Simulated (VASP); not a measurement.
# Cr (Im-3m) in VASP: further runs

The runs below take Cr through single point, with PBE.

All numbers are computed with VASP 6.6.1; they aren't measurements. Logs are shortened: lines on timing, memory, paths and dates and some standing lists are left out, and cuts for length are marked.

### 1 The cell of the first run

Symmetry: Im-3m, No. 229, cubic system. The conventional cell has a = 2.884 Å, b = 2.884 Å, c = 2.884 Å, α = 90.00°, β = 90.00°, γ = 90.00°. Cr (site symmetry m-3m) has 14 Cr at 2.50 to 2.88 Å within 3.3 Å.

### 2 Single point, PBE

The input, INCAR:

```
SYSTEM = Cr
PREC     = Accurate       ! precision mode
ENCUT    = 520            ! plane-wave cutoff, eV
EDIFF    = 1E-6           ! SCF threshold, eV
ISMEAR   = 0              ! smearing method
SIGMA    = 0.1            ! smearing width, eV
LREAL    = .False.        ! projectors in reciprocal space
LASPH    = .True.         ! aspherical terms in the spheres
NELM     = 100            ! most SCF steps
ALGO     = Fast           ! electronic algorithm
ISIF     = 2              ! what is computed and relaxed
LWAVE    = .False.        ! write WAVECAR
LCHARG   = .True.         ! write CHGCAR
GGA      = PE             ! functional
LELF     = .True.         ! ELF
LVHAR    = .True.       
NBANDS   = 12             ! bands
```

The input, KPOINTS:

```
regular mesh
0
Gamma
  20 20 20
  0 0 0
```

The input, POSCAR:

```
Cr
1.0
   -1.4419500000      1.4419500000      1.4419500000
    1.4419500000     -1.4419500000      1.4419500000
    1.4419500000      1.4419500000     -1.4419500000
Cr
1
Direct
    0.0000000000      0.0000000000      0.0000000000
```

Potentials or basis: VASP PAW PBE potentials, release 64 (Cr_pv).

Launch:

```console
$ cat potpaw_PBE.64/Cr_pv/POTCAR > POTCAR
$ mpirun -np 1 vasp_std > vasp.out
```

OUTCAR:

```text
SYSTEM = Cr
   PREC = Accurate
   ENCUT = 520
   EDIFF = 1E-6
   ISMEAR = 0
   LREAL = .False.
   LASPH = .True.
   NELM = 100
   ISIF = 2
   GGA = PE

 ion  position               nearest neighbor table
   1  0.000  0.000  0.000-

  LATTYP: Found a body centered cubic cell.
 ALAT       =     2.8839000000

  Lattice vectors:

 A1 = (  -1.4419500000,   1.4419500000,   1.4419500000)
 A2 = (   1.4419500000,  -1.4419500000,   1.4419500000)
 A3 = (   1.4419500000,   1.4419500000,  -1.4419500000)

Analysis of symmetry for initial positions (statically):
=====================================================================
 Subroutine PRICEL returns:
 Original cell was already a primitive cell.

 Routine SETGRP: Setting up the symmetry group for a
 body centered cubic supercell.

 Subroutine GETGRP returns: Found 48 space group operations
 (whereof 48 operations were pure point group operations)
 out of a pool of 48 trial point group operations.

The static configuration has the point symmetry O_h .

Analysis of symmetry for dynamics (positions and initial velocities):
=====================================================================
 Subroutine PRICEL returns:
 Original cell was already a primitive cell.

 Routine SETGRP: Setting up the symmetry group for a
 body centered cubic supercell.

 Subroutine GETGRP returns: Found 48 space group operations
 (whereof 48 operations were pure point group operations)
 out of a pool of 48 trial point group operations.

The dynamic configuration has the point symmetry O_h .

 Subroutine INISYM returns: Found 48 space group operations
 (whereof 48 operations are pure point group operations),
 and found     1 'primitive' translations

----------------------------------------------------------------------------------------

                                     Primitive cell

  volume of cell :      11.9925

  direct lattice vectors                    reciprocal lattice vectors
    -1.441950000  1.441950000  1.441950000     0.000000000  0.346752661  0.346752661
     1.441950000 -1.441950000  1.441950000     0.346752661  0.000000000  0.346752661
     1.441950000  1.441950000 -1.441950000     0.346752661  0.346752661  0.000000000

  length of vectors
     2.497530662  2.497530662  2.497530662     0.490382316  0.490382316  0.490382316

  position of ions in fractional coordinates (direct lattice)
     0.000000000  0.000000000  0.000000000

  ion indices of the primitive-cell ions
   primitive index   ion index
[... 76 lines left out ...]
   NSW    =      0    number of steps for IOM
   IBRION =     -1    ionic relax: 0-MD 1-quasi-New 2-CG
   NFREE  =      0    steps in history (QN), initial steepest desc. (CG)
   ISIF   =      2    stress and relaxation
   ISYM   =      2    0-nonsym 1-usesym 2-fastsym
   POTIM  = 0.5000    time-step for ionic-motion
   TEBEG  =    0.0;   TEEND  =   0.0 temperature during run
   PSTRESS=    0.0 pullay stress
   NELECT =      12.0000    total number of electrons
   NUPDOWN=      -1.0000    fix difference up-down
   EMIN   =  10.00;   EMAX   =-10.00  energy-range for DOS
   EFERMI =   0.00;   METHOD = LEGACY
   ISMEAR =     0;   SIGMA  =   0.10  broadening in eV -4-tet -1-fermi 0-gaus
   EFERMI_NEDOS =   21; number of points for ismear=-14 and -15
   IALGO  =     68    algorithm
   IMIX   =      4    mixing-type and parameters
     AMIX     =   0.40;   BMIX     =  1.00
     AMIX_MAG =   1.60;   BMIX_MAG =  1.00
  volume/ion in A,a.u.               =      11.99        80.93
  Fermi-wavevector in a.u.,A,eV,Ry     =   1.637439  3.094310 36.480015  2.681205
  Thomas-Fermi vector in A             =   2.728578
   LORBIT       =      0    0 simple, 1 ext, 2 COOP (PROOUT), +10 PAW based schemes
   GGA     = PE    functional components
   LHFCALC =     F    Hartree Fock is set to
   AEXX    =    0.0000 exact exchange contribution
   IVDW    =     0    specifies the selected vdW correction
   LEPSILON=     F    determine dielectric tensor
   LRPA    =     F    only Hartree local field effects (RPA)
 non-spin polarized calculation
 RMM-DIIS sequential band-by-band and
 Gauss-broadening in eV      SIGMA  =   0.10
  energy-cutoff  :      520.00
  volume of cell :       11.99
 maximum number of plane-waves:       336
   NGX =  9   NGY =  9   NGZ =  9

 number of electron      11.9999992 magnetization

 Free energy of the ion-electron system (eV)
  ---------------------------------------------------
  ext. energy  EPLUGINS =         0.00000000
  ---------------------------------------------------
  free energy    TOTEN  =        -9.50471531 eV

  energy without entropy =       -9.50107645  energy(sigma->0) =       -9.50289588

 E-fermi :  10.4602     XC(G=0): -13.4574

 val. band max:       10.4490408484   @ k =  -0.3000   0.3500   0.2000
 cond. band min:      10.4773101897   @ k =   0.1500   0.0500   0.0000
 fundamental gap:      0.0282693413
 Fermi energy:        10.4602449522

 k-point     1 :       0.0000    0.0000    0.0000
  band No.  band energies     occupation
      1     -32.3307      2.00000
      2     -32.3307      2.00000
      3     -32.3307      2.00000
      4       2.7265      2.00000
      5       9.5801      2.00000
      6       9.5801      2.00000
      7       9.5801      2.00000
      8      11.5363      0.00000
      9      11.5363      0.00000
     10      17.5312      0.00000
     11      32.4539      0.00000
     12      32.4539      0.00000
[... 331 lines left out ...]
 k-point    24 :       0.2500    0.1000    0.0000
  band No.  band energies     occupation
      1     -32.8784      2.00000
      2     -32.5084      2.00000
      3     -32.3611      2.00000
      4       5.8691      2.00000
      5       8.5876      2.00000
      6       9.0616      2.00000
      7      11.1783      0.00000
      8      11.7947      0.00000
      9      12.1079      0.00000
     10      17.5300      0.00000
     11      25.0614      0.00000
     12      28.2417      0.00000

 [... further k-points ...]
[... 5 lines left out ...]
  --------------------------------------------------------------------------------------
  -------------------------------------------------------------------------------------
  Total       -0.7114820     -0.7114820     -0.7114820      0.0000000      0.0000000     -0.0000000
  in kB      -95.0525737    -95.0525737    -95.0525737      0.0000000      0.0000000     -0.0000000
  external PRESSURE =     -95.0525737 kB  Pullay stress =       0.0000000 kB

 VOLUME and BASIS-vectors are now :
 -----------------------------------------------------------------------------
  energy-cutoff  :      520.00
  volume of cell :       11.99
      direct lattice vectors                 reciprocal lattice vectors
    -1.441950000  1.441950000  1.441950000     0.000000000  0.346752661  0.346752661
     1.441950000 -1.441950000  1.441950000     0.346752661  0.000000000  0.346752661
     1.441950000  1.441950000 -1.441950000     0.346752661  0.346752661  0.000000000

 POSITION                                       TOTAL-FORCE (eV/Angst)
 -----------------------------------------------------------------------------------
      0.00000      0.00000      0.00000        -0.000000     -0.000000     -0.000000
 -----------------------------------------------------------------------------------
    total drift:                                0.000000     -0.000000      0.000000

  FREE ENERGIE OF THE ION-ELECTRON SYSTEM (eV)
  ---------------------------------------------------
  free  energy   TOTEN  =        -9.5047153071 eV

  energy  without entropy=       -9.5010764451  energy(sigma->0) =       -9.50289588
```

OSZICAR:

```text
N       E                     dE             d eps       ncg     rms          rms(c)
DAV:   1     0.799923345715E+02    0.79992E+02   -0.70945E+03  6168   0.119E+03
DAV:   2    -0.100334998116E+02   -0.90026E+02   -0.86978E+02  6268   0.296E+02
DAV:   3    -0.112316885281E+02   -0.11982E+01   -0.11929E+01  6828   0.410E+01
DAV:   4    -0.112380805004E+02   -0.63920E-02   -0.63918E-02  6616   0.300E+00
DAV:   5    -0.112381604164E+02   -0.79916E-04   -0.79917E-04  6664   0.308E-01    0.124E+01
RMM:   6    -0.952988890599E+01    0.17083E+01   -0.44417E+00  6553   0.248E+01    0.210E+00
RMM:   7    -0.951448827418E+01    0.15401E-01   -0.77500E-02  6848   0.338E+00    0.112E+00
RMM:   8    -0.950581639936E+01    0.86719E-02   -0.11811E-02  7040   0.111E+00    0.289E-01
RMM:   9    -0.950470761185E+01    0.11088E-02   -0.29602E-03  6971   0.683E-01    0.441E-02
RMM:  10    -0.950472110338E+01   -0.13492E-04   -0.15436E-04  7094   0.187E-01    0.139E-02
RMM:  11    -0.950471432444E+01    0.67789E-05   -0.20003E-05  7243   0.685E-02    0.429E-03
RMM:  12    -0.950471530707E+01   -0.98264E-06   -0.40811E-06  5318   0.306E-02
   1 F= -.95047153E+01 E0= -.95028959E+01  d E =-.363886E-02
```

stdout:

```text
POSCAR found type information on POSCAR Cr
 POSCAR found :  1 types and       1 ions
 scaLAPACK will be used
 LDA part: xc-table for (Slater+PW92), standard interpolation
 POSCAR, INCAR and KPOINTS ok, starting setup
 FFT: planning ... GRIDC
 FFT: planning ... GRID_SOFT
 FFT: planning ... GRID
 WAVECAR not read
 entering main loop
```

Wall time 26 s (1 thread of Intel Xeon 6975P-C, shared host); peak memory 0.15 GiB.

What came out:

| Item | Value |
| --- | --- |
| Free energy | -9.5047 eV |
| Pressure | -9.5 GPa |
| Band gap on the k mesh | zero (band 6 reaches 12.76 eV, above the bottom of band 7 at 9.58 eV) |

Caveat: the run has no spin polarisation, though such a crystal can be magnetic. Spin polarisation is off, so any magnetic state and its effect on volume and gap are missing.

### 3 Single point, PBE (volume scaled by 1.06)

The input, INCAR:

```
PREC     = Accurate       # precision mode
ENCUT    = 520            # plane-wave cutoff, eV
EDIFF    = 1E-6           # SCF threshold, eV
ISMEAR   = 0              # smearing method
SIGMA    = 0.1            # smearing width, eV
LREAL    = F              # projectors in reciprocal space
LASPH    = T              # aspherical terms in the spheres
NELM     = 100            # most SCF steps
ALGO     = Normal         # electronic algorithm
ISIF     = 2              # what is computed and relaxed
LWAVE    = F              # write WAVECAR
LCHARG   = F              # write CHGCAR
GGA      = PE             # functional
NBANDS   = 12             # bands
```

The input, KPOINTS:

```
Automatic mesh
0
Gamma
  20 20 20
```

The input, POSCAR:

```
Cr
1.0
   -1.4518419962      1.4518419962      1.4518419962
    1.4518419962     -1.4518419962      1.4518419962
    1.4518419962      1.4518419962     -1.4518419962
Cr
1
Direct
    0.0000000000      0.0000000000      0.0000000000
```

Potentials or basis: VASP PAW PBE potentials, release 64 (Cr_pv).

Launch:

```console
$ cat potpaw_PBE.64/Cr_pv/POTCAR > POTCAR
$ mpirun -np 1 vasp_std > vasp.out
```

Run time: 24 s. Hardware: 1 thread of Intel Xeon 6975P-C, shared host; peak memory 0.16 GiB.

The run converged. Its results:

| Item | Value |
| --- | --- |
| Free energy | -9.4868 eV |
| Pressure | -13.7 GPa |
| Band gap on the k mesh | zero (band 6 reaches 12.41 eV, above the bottom of band 7 at 9.32 eV) |

Levels at points of the mesh, in eV from the Fermi level:
| k point | band 2 | band 3 | band 4 | band 5 | band 6 | band 7 | band 8 | band 9 | band 10 | band 11 |
| --- | --- | --- | --- | --- | --- | --- | --- | --- | --- | --- |
| (0.00, 0.00, 0.00) | -42.81 | -42.81 | -7.65 | -0.85 | -0.85 | -0.85 | 1.05 | 1.05 | 7.06 | 21.84 |
| (0.50, 0.00, 0.00) | -43.06 | -42.82 | -4.16 | -2.28 | 0.97 | 1.04 | 1.35 | 2.59 | 7.05 | 9.24 |
| (0.50, 0.50, 0.50) | -43.34 | -43.34 | -3.98 | -3.98 | 2.24 | 2.24 | 2.24 | 7.06 | 10.09 | 10.09 |

Caveat: the run has no spin polarisation, though such a crystal can be magnetic. Spin polarisation is off, so any magnetic state and its effect on volume and gap are missing.

### 4 Single point, PBE (volume scaled by 1.10)

The input, INCAR:

```
SYSTEM = Cr
  ALGO = Fast
  EDIFF = 1E-7
  ENCUT = 520
  GGA = PE
  ISIF = 2
  ISMEAR = 0
  LASPH = .TRUE.
  LCHARG = .FALSE.
  LREAL = .FALSE.
  LWAVE = .FALSE.
  NBANDS = 12
  NELM = 80
  PREC = Accurate
  SIGMA = 0.1
```

The input, KPOINTS:

```
k-points
0
G
  20 20 20
  0 0 0
```

The input, POSCAR:

```
Cr
1.0
   -1.4698791448      1.4698791448      1.4698791448
    1.4698791448     -1.4698791448      1.4698791448
    1.4698791448      1.4698791448     -1.4698791448
Cr
1
Direct
    0.0000000000      0.0000000000      0.0000000000
```

Potentials or basis: VASP PAW PBE potentials, release 64 (Cr_pv).

Launch:

```console
$ cat potpaw_PBE.64/Cr_pv/POTCAR > POTCAR
$ mpirun -np 1 vasp_std > vasp.out
```

OUTCAR:

```text
SYSTEM = Cr
   EDIFF = 1E-7
   ENCUT = 520
   GGA = PE
   ISIF = 2
   ISMEAR = 0
   LASPH = .TRUE.
   LREAL = .FALSE.
   NELM = 80
   PREC = Accurate

 ion  position               nearest neighbor table
   1  0.000  0.000  0.000-

  LATTYP: Found a body centered cubic cell.
 ALAT       =     2.9397582896

  Lattice vectors:

 A1 = (  -1.4698791448,   1.4698791448,   1.4698791448)
 A2 = (   1.4698791448,  -1.4698791448,   1.4698791448)
 A3 = (   1.4698791448,   1.4698791448,  -1.4698791448)

Analysis of symmetry for initial positions (statically):
=====================================================================
 Subroutine PRICEL returns:
 Original cell was already a primitive cell.

 Routine SETGRP: Setting up the symmetry group for a
 body centered cubic supercell.

 Subroutine GETGRP returns: Found 48 space group operations
 (whereof 48 operations were pure point group operations)
 out of a pool of 48 trial point group operations.

The static configuration has the point symmetry O_h .

Analysis of symmetry for dynamics (positions and initial velocities):
[... 158 lines left out ...]
 E-fermi :   9.6782     XC(G=0): -13.1312

 val. band max:        9.6772641170   @ k =  -0.2000   0.3000   0.1000
 cond. band min:       9.6789975857   @ k =  -0.2000   0.2500   0.1000
 fundamental gap:      0.0017334686
 Fermi energy:         9.6782184947

 k-point     1 :       0.0000    0.0000    0.0000
  band No.  band energies     occupation
      1     -33.1763      2.00000
      2     -33.1763      2.00000
      3     -33.1763      2.00000
      4       2.1712      2.00000
      5       8.8692      2.00000
      6       8.8692      2.00000
      7       8.8692      2.00000
      8      10.6842      0.00000
      9      10.6842      0.00000
     10      16.7269      0.00000
     11      31.2270      0.00000
     12      31.2270      0.00000
[... 331 lines left out ...]
 k-point    24 :       0.2500    0.1000    0.0000
  band No.  band energies     occupation
      1     -33.6304      2.00000
      2     -33.3251      2.00000
      3     -33.2012      2.00000
      4       5.2347      2.00000
      5       7.9567      2.00000
      6       8.3712      2.00000
      7      10.3523      0.00000
      8      10.9146      0.00000
      9      11.1972      0.00000
     10      16.7253      0.00000
     11      23.6029      0.00000
     12      26.8662      0.00000

 [... further k-points ...]
[... 5 lines left out ...]
  --------------------------------------------------------------------------------------
  -------------------------------------------------------------------------------------
  Total       -1.6160465     -1.6160465     -1.6160465      0.0000000     -0.0000000      0.0000000
  in kB     -203.8259945   -203.8259945   -203.8259945      0.0000000     -0.0000000      0.0000000
  external PRESSURE =    -203.8259945 kB  Pullay stress =       0.0000000 kB

 VOLUME and BASIS-vectors are now :
 -----------------------------------------------------------------------------
  energy-cutoff  :      520.00
  volume of cell :       12.70
      direct lattice vectors                 reciprocal lattice vectors
    -1.469879145  1.469879145  1.469879145     0.000000000  0.340164021  0.340164021
     1.469879145 -1.469879145  1.469879145     0.340164021  0.000000000  0.340164021
     1.469879145  1.469879145 -1.469879145     0.340164021  0.340164021  0.000000000

 POSITION                                       TOTAL-FORCE (eV/Angst)
 -----------------------------------------------------------------------------------
      0.00000      0.00000      0.00000        -0.000000     -0.000000     -0.000000
 -----------------------------------------------------------------------------------
    total drift:                                0.000000     -0.000000     -0.000000

  FREE ENERGIE OF THE ION-ELECTRON SYSTEM (eV)
  ---------------------------------------------------
  free  energy   TOTEN  =        -9.4375158989 eV

  energy  without entropy=       -9.4336245264  energy(sigma->0) =       -9.43557021
```

Run time: 29 s. Hardware: 1 thread of Intel Xeon 6975P-C, shared host; peak memory 0.16 GiB.

Results:

```
Free energy            : -9.4375 eV
Pressure               : -20.4 GPa
Band gap on the k mesh : zero (band 6 reaches 11.80 eV, above the bottom of band 7 at 8.87 eV)
```

Caveat: the run has no spin polarisation, though such a crystal can be magnetic.

### 5 Overview

| cell | gap on the mesh (eV) | pressure (GPa) |
| --- | --- | --- |
| a = 2.498 Å, angles 109.5°, 1 atom | none | -9.5 |
| a = 2.515 Å, angles 109.5°, 1 atom | none | -13.7 |
| a = 2.546 Å, angles 109.5°, 1 atom | none | -20.4 |

Alike in all rows: task single point; level PBE; potentials or basis VASP PAW PBE potentials, release 64 (Cr_pv); no spin polarisation; k mesh 20 × 20 × 20; cutoff (eV) 520; smearing gaussian 0.1 eV.

Caveats: the run has no spin polarisation, though such a crystal can be magnetic.

Absolute energies hang on the potentials; compare differences alone.
